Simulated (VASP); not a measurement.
A run of VASP 6.6.1 is set up as follows.

The input INCAR:

```
PREC = Accurate ; ENCUT = 520
EDIFF = 1E-6 ; ISMEAR = -1
SIGMA = 0.08 ; LREAL = F
LASPH = T ; NELM = 100
ALGO = Normal ; ISIF = 2
LWAVE = F ; LCHARG = F
GGA = PE ; NBANDS = 16
```

File KPOINTS:

```
regular mesh
0
Gamma
  14 14 14
```

Contents of POSCAR:

```
GaN
1.0
    2.5465636585      0.0000000000      0.0000000000
    0.0000000000      2.5465636585      0.0000000000
    0.0000000000      0.0000000000      2.5465636585
Ga N
1 1
Direct
    0.0000000000      0.0000000000      0.0000000000
    0.5000000000      0.5000000000      0.5000000000
```

Potentials or basis: VASP PAW PBE potentials, release 64 (Ga_d, N).

Command:

```sh
$ cat potpaw_PBE.64/Ga_d/POTCAR potpaw_PBE.64/N/POTCAR > POTCAR
$ mpirun -np 1 vasp_std > vasp.out
```

Problem. What does it give for the pressure?

Solution. 56.2 GPa.

Problem. What does it give for the band gap on the k mesh?

Solution. Zero (band 9 reaches 11.09 eV, above the bottom of band 10 at 9.40 eV).
